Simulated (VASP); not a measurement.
# Be3F2 (P6/mmm) in VASP: single point with PBE

Aim: the single point of Be3F2 with PBE.

All numbers are computed with VASP 6.6.1; they aren't measurements. Logs are shortened: lines on timing, memory, paths and dates and some standing lists are left out, and cuts for length are marked.

### 1 The cell of the first run

Symmetry: P6/mmm, No. 191, hexagonal system. Conventional cell: a = 3.910 Å, b = 3.910 Å, c = 3.962 Å, α = 90.00°, β = 90.00°, γ = 120.00°. Within 1.5 Å of Be (site symmetry mmm) lie 2 F at 1.13 Å. Within 1.5 Å of F (site symmetry -6m2) lie 3 Be at 1.13 Å.

### 2 Single point, PBE

INCAR

```
SYSTEM = Be3F2
ALGO     = Normal         ! electronic algorithm
EDIFF    = 1E-6           ! SCF threshold, eV
ENCUT    = 520            ! plane-wave cutoff, eV
GGA      = PE             ! functional
ISIF     = 2              ! what is computed and relaxed
ISMEAR   = 0              ! smearing method
LASPH    = .True.         ! aspherical terms in the spheres
LCHARG   = .True.         ! write CHGCAR
LELF     = .True.         ! ELF
LREAL    = .False.        ! projectors in reciprocal space
LVHAR    = .True.       
LWAVE    = .False.        ! write WAVECAR
NBANDS   = 18             ! bands
NELM     = 60             ! most SCF steps
PREC     = Accurate       ! precision mode
SIGMA    = 0.1            ! smearing width, eV
```

KPOINTS

```
k-points
0
Gamma
  6 6 4
  0 0 0
```

POSCAR

```
Be3F2
1.0
    3.9095723000      0.0000000000      0.0000000000
   -1.9547861500      3.3857889300      0.0000000000
    0.0000000000      0.0000000000      3.9622810600
Be F
3 2
Direct
    0.5000000000      0.0000000000      0.0000000000
    0.0000000000      0.5000000000      0.0000000000
    0.5000000000      0.5000000000      0.0000000000
    0.3333333300      0.6666666700      0.0000000000
    0.6666666700      0.3333333300      0.0000000000
```

Potentials or basis: VASP PAW PBE potentials, release 64 (Be, F).

The run is started by

```bash
> cat potpaw_PBE.64/Be/POTCAR potpaw_PBE.64/F/POTCAR > POTCAR
> mpirun -np 1 vasp_std > vasp.out
```

OUTCAR:

```text
SYSTEM = Be3F2
   EDIFF = 1E-6
   ENCUT = 520
   GGA = PE
   ISIF = 2
   ISMEAR = 0
   LASPH = .True.
   LREAL = .False.
   NELM = 60
   PREC = Accurate

 ion  position               nearest neighbor table
   1  0.500  0.000  0.000-   4 1.13   5 1.13   2 1.95   3 1.95   3 1.95   2 1.95
   2  0.000  0.500  0.000-   4 1.13   5 1.13   3 1.95   3 1.95   1 1.95   1 1.95
   3  0.500  0.500  0.000-   4 1.13   5 1.13   2 1.95   2 1.95   1 1.95   1 1.95
   4  0.333  0.667  0.000-   2 1.13   1 1.13   3 1.13
   5  0.667  0.333  0.000-   2 1.13   1 1.13   3 1.13

  LATTYP: Found a hexagonal cell.
 ALAT       =     3.9095723000
 C/A-ratio  =     1.0134819760

  Lattice vectors:

 A1 = (   3.9095723000,   0.0000000000,   0.0000000000)
 A2 = (  -1.9547861500,   3.3857889300,   0.0000000000)
 A3 = (   0.0000000000,   0.0000000000,   3.9622810600)

Analysis of symmetry for initial positions (statically):
=====================================================================
 Subroutine PRICEL returns:
 Original cell was already a primitive cell.

 Routine SETGRP: Setting up the symmetry group for a
 hexagonal supercell.

 Subroutine GETGRP returns: Found 24 space group operations
 (whereof 24 operations were pure point group operations)
 out of a pool of 24 trial point group operations.

The static configuration has the point symmetry D_6h.

Analysis of symmetry for dynamics (positions and initial velocities):
=====================================================================
 Subroutine PRICEL returns:
 Original cell was already a primitive cell.

 Routine SETGRP: Setting up the symmetry group for a
 hexagonal supercell.

 Subroutine GETGRP returns: Found 24 space group operations
 (whereof 24 operations were pure point group operations)
 out of a pool of 24 trial point group operations.

The dynamic configuration has the point symmetry D_6h.

 Subroutine INISYM returns: Found 24 space group operations
 (whereof 24 operations are pure point group operations),
 and found     1 'primitive' translations

----------------------------------------------------------------------------------------

                                     Primitive cell

  volume of cell :      52.4487

  direct lattice vectors                    reciprocal lattice vectors
     3.909572300  0.000000000  0.000000000     0.255782455  0.147676069  0.000000000
    -1.954786150  3.385788930  0.000000000     0.000000000  0.295352138  0.000000000
     0.000000000  0.000000000  3.962281060     0.000000000  0.000000000  0.252379875

  length of vectors
     3.909572300  3.909572300  3.962281060     0.295352138  0.295352138  0.252379875

  position of ions in fractional coordinates (direct lattice)
     0.500000000  0.000000000  0.000000000
     0.000000000  0.500000000  0.000000000
     0.500000000  0.500000000  0.000000000
     0.333333330  0.666666670  0.000000000
     0.666666670  0.333333330  0.000000000

  ion indices of the primitive-cell ions
   primitive index   ion index
                 1           1
                 2           2
                 3           3
                 4           4
                 5           5

----------------------------------------------------------------------------------------

 KPOINTS: k-points

Automatic generation of k-mesh.
 Grid dimensions read from file:
 generate k-points for:    6    6    4

 Generating k-lattice:

  Cartesian coordinates                     Fractional coordinates (reciprocal lattice)
     0.042630409  0.024612678  0.000000000     0.166666667  0.000000000  0.000000000
     0.000000000  0.049225356  0.000000000     0.000000000  0.166666667  0.000000000
     0.000000000  0.000000000  0.063094969     0.000000000  0.000000000  0.250000000

  Length of vectors
     0.049225356  0.049225356  0.063094969

  Shift w.r.t. Gamma in fractional coordinates (k-lattice)
     0.000000000  0.000000000  0.000000000

 Subroutine IBZKPT returns following result:
 ===========================================

 Found     21 irreducible k-points:

 Following reciprocal coordinates:
            Coordinates               Weight
  0.000000  0.000000  0.000000      1.000000
  0.166667  0.000000  0.000000      6.000000
  0.333333  0.000000  0.000000      6.000000
  0.500000  0.000000  0.000000      3.000000
  0.166667  0.166667  0.000000      6.000000
  0.333333  0.166667  0.000000     12.000000
[... 13 lines left out ...]
  0.333333  0.166667  0.500000     12.000000
  0.333333  0.333333  0.500000      2.000000
   k-points           NKPTS =     21   k-points in BZ     NKDIM =     21   number of bands    NBANDS=     18
   number of dos      NEDOS =    301   number of ions     NIONS =      5
   total plane-waves  NPLWV =  27000
   dimension x,y,z NGX =    30 NGY =   30 NGZ =   30
   dimension x,y,z NGXF=    60 NGYF=   60 NGZF=   60
   ions per type =               3   2
   NGX,Y,Z   is equivalent  to a cutoff of  12.76, 12.76, 12.59 a.u.
   NGXF,Y,Z  is equivalent  to a cutoff of  25.51, 25.51, 25.17 a.u.
 SYSTEM =  Be3F2
   PREC   = accura    normal or accurate (medium, high low for compatibility)
   ISTART =      0    job   : 0-new  1-cont  2-samecut
   ICHARG =      2    charge: 1-file 2-atom 10-const
   ISPIN  =      1    spin polarized calculation?
   LNONCOLLINEAR =      F non collinear calculations
   LSORBIT =      F    spin-orbit coupling
   LASPH  =      T    aspherical Exc in radial PAW
   ENCUT  =  520.0 eV  38.22 Ry    6.18 a.u.   7.27  7.27  7.37*2*pi/ulx,y,z
   NELM   =     60;   NELMIN=  2; NELMDL= -5     # of ELM steps
   EDIFF  = 0.1E-05   stopping-criterion for ELM
   LREAL  =      F    real-space projection
   EDIFFG = 0.1E-04   stopping-criterion for IOM
   NSW    =      0    number of steps for IOM
   IBRION =     -1    ionic relax: 0-MD 1-quasi-New 2-CG
   NFREE  =      0    steps in history (QN), initial steepest desc. (CG)
   ISIF   =      2    stress and relaxation
   ISYM   =      2    0-nonsym 1-usesym 2-fastsym
   POTIM  = 0.5000    time-step for ionic-motion
   TEBEG  =    0.0;   TEEND  =   0.0 temperature during run
   PSTRESS=    0.0 pullay stress
   NELECT =      20.0000    total number of electrons
   NUPDOWN=      -1.0000    fix difference up-down
   EMIN   =  10.00;   EMAX   =-10.00  energy-range for DOS
[... 5 lines left out ...]
     AMIX     =   0.40;   BMIX     =  1.00
     AMIX_MAG =   1.60;   BMIX_MAG =  1.00
  volume/ion in A,a.u.               =      10.49        70.79
  Fermi-wavevector in a.u.,A,eV,Ry     =   1.187153  2.243394 19.175129  1.409332
  Thomas-Fermi vector in A             =   2.323310
   LORBIT       =      0    0 simple, 1 ext, 2 COOP (PROOUT), +10 PAW based schemes
   GGA     = PE    functional components
   LHFCALC =     F    Hartree Fock is set to
   AEXX    =    0.0000 exact exchange contribution
   IVDW    =     0    specifies the selected vdW correction
   LEPSILON=     F    determine dielectric tensor
   LRPA    =     F    only Hartree local field effects (RPA)
 non-spin polarized calculation
 Gauss-broadening in eV      SIGMA  =   0.10
  energy-cutoff  :      520.00
  volume of cell :       52.45
 maximum number of plane-waves:      1428
 NGX is ok and might be reduce to    30
   NGX = 15   NGY = 15   NGZ = 15

 number of electron      19.9999958 magnetization

 Free energy of the ion-electron system (eV)
  ---------------------------------------------------
  ext. energy  EPLUGINS =         0.00000000
  ---------------------------------------------------
  free energy    TOTEN  =         9.78347475 eV

  energy without entropy =        9.78747289  energy(sigma->0) =        9.78547382

 E-fermi :   5.9657     XC(G=0):  -9.1014

 val. band max:        5.9321488672   @ k =   0.0000   0.0000   0.2500
 cond. band min:       5.9756695287   @ k =   0.3333   0.3333   0.2500
 fundamental gap:      0.0435206615
 Fermi energy:         5.9656963809

 k-point     1 :       0.0000    0.0000    0.0000
  band No.  band energies     occupation
      1     -32.7519      2.00000
      2     -30.8967      2.00000
      3     -15.1534      2.00000
      4     -15.1534      2.00000
      5     -12.5944      2.00000
      6     -12.3958      2.00000
[... 10 lines left out ...]
     17      13.2978      0.00000
     18      15.4477      0.00000

 k-point     2 :       0.1667    0.0000    0.0000
  band No.  band energies     occupation
      1     -32.6520      2.00000
      2     -31.0166      2.00000
      3     -15.0427      2.00000
      4     -15.0035      2.00000
      5     -12.6050      2.00000
      6     -12.5532      2.00000
[... 10 lines left out ...]
     17      13.0244      0.00000
     18      16.2443      0.00000

 k-point     3 :       0.3333    0.0000    0.0000
  band No.  band energies     occupation
      1     -32.3880      2.00000
      2     -31.3192      2.00000
      3     -14.7700      2.00000
      4     -14.5809      2.00000
      5     -13.1478      2.00000
      6     -12.9171      2.00000
[... 10 lines left out ...]
     17      12.7373      0.00000
     18      15.3197      0.00000

 k-point     4 :       0.5000    0.0000    0.0000
  band No.  band energies     occupation
      1     -32.1721      2.00000
      2     -31.5548      2.00000
      3     -14.5862      2.00000
      4     -14.1226      2.00000
      5     -13.6668      2.00000
      6     -13.1456      2.00000
[... 312 lines left out ...]
      4     -14.7150      2.00000
      5     -12.9499      2.00000
      6     -12.8356      2.00000
[... 10 lines left out ...]
     17      14.5743      0.00000
     18      16.1667      0.00000

 k-point    20 :       0.3333    0.1667    0.5000
  band No.  band energies     occupation
      1     -32.1696      2.00000
      2     -31.5514      2.00000
      3     -14.5460      2.00000
      4     -14.2123      2.00000
      5     -13.5148      2.00000
      6     -13.2190      2.00000
[... 10 lines left out ...]
     17      13.2511      0.00000
     18      16.1665      0.00000

 k-point    21 :       0.3333    0.3333    0.5000
  band No.  band energies     occupation
      1     -31.8656      2.00000
      2     -31.8656      2.00000
      3     -14.3374      2.00000
      4     -13.7940      2.00000
      5     -13.7940      2.00000
      6     -13.6213      2.00000
[... 10 lines left out ...]
     17      13.4596      0.00000
     18      16.2167      0.00000

------------------------ aborting loop because EDIFF is reached ----------------------------------------

  FORCE on cell =-STRESS in cart. coord.  units (eV):
  Direction    XX          YY          ZZ          XY          YZ          ZX
  --------------------------------------------------------------------------------------
  -------------------------------------------------------------------------------------
  Total       86.0713773     86.0713773     -3.1469752      0.0000000     -0.0000000      0.0000000
  in kB     2629.2684282   2629.2684286    -96.1323342      0.0000000     -0.0000000      0.0000000
  external PRESSURE =    1720.8015075 kB  Pullay stress =       0.0000000 kB

 VOLUME and BASIS-vectors are now :
 -----------------------------------------------------------------------------
  energy-cutoff  :      520.00
  volume of cell :       52.45
      direct lattice vectors                 reciprocal lattice vectors
     3.909572300  0.000000000  0.000000000     0.255782455  0.147676069  0.000000000
    -1.954786150  3.385788930  0.000000000     0.000000000  0.295352138  0.000000000
     0.000000000  0.000000000  3.962281060     0.000000000  0.000000000  0.252379875

 POSITION                                       TOTAL-FORCE (eV/Angst)
 -----------------------------------------------------------------------------------
      1.95479      0.00000      0.00000         0.000000      0.000000      0.000000
     -0.97739      1.69289      0.00000         0.000000      0.000000      0.000000
      0.97739      1.69289      0.00000         0.000000      0.000000      0.000000
     -0.00000      2.25719      0.00000        -0.000000     -0.000000     -0.000000
      1.95479      1.12860      0.00000         0.000000      0.000000      0.000000
 -----------------------------------------------------------------------------------
    total drift:                               -0.000000      0.000000     -0.000000

  FREE ENERGIE OF THE ION-ELECTRON SYSTEM (eV)
  ---------------------------------------------------
  free  energy   TOTEN  =         9.7834747516 eV

  energy  without entropy=        9.7874728911  energy(sigma->0) =        9.78547382
```

It took 24 s on 1 thread of Intel Xeon Platinum 8375C at 2.90GHz (Ice Lake), shared host; peak memory 0.16 GiB.

Results:

```yaml
Free_energy: 9.7835 eV
Pressure: 172.1 GPa
Band_gap_on_the_k_mesh: zero (band 10 reaches 6.09 eV, above the bottom of band 11 at 5.58 eV)
```

Levels at points of the mesh, in eV from the Fermi level:
```tsv
k point	band 6	band 7	band 8	band 9	band 10	band 11	band 12	band 13	band 14	band 15
(0.00, 0.00, 0.00)	-18.36	-18.36	-16.45	-5.30	0.13	0.13	2.49	3.01	3.36	3.36
(0.50, 0.00, 0.00)	-19.11	-17.90	-17.21	-3.41	-1.45	1.96	2.06	2.18	2.57	4.11
(0.00, 0.00, 0.50)	-18.35	-18.35	-16.49	-3.31	-2.00	0.37	0.37	2.24	2.24	8.32
(0.50, 0.00, 0.50)	-19.10	-18.01	-17.29	-2.65	-0.81	0.21	1.13	1.64	2.53	5.89
```

Caveat: the k points lie up to 0.40 Å⁻¹ apart.
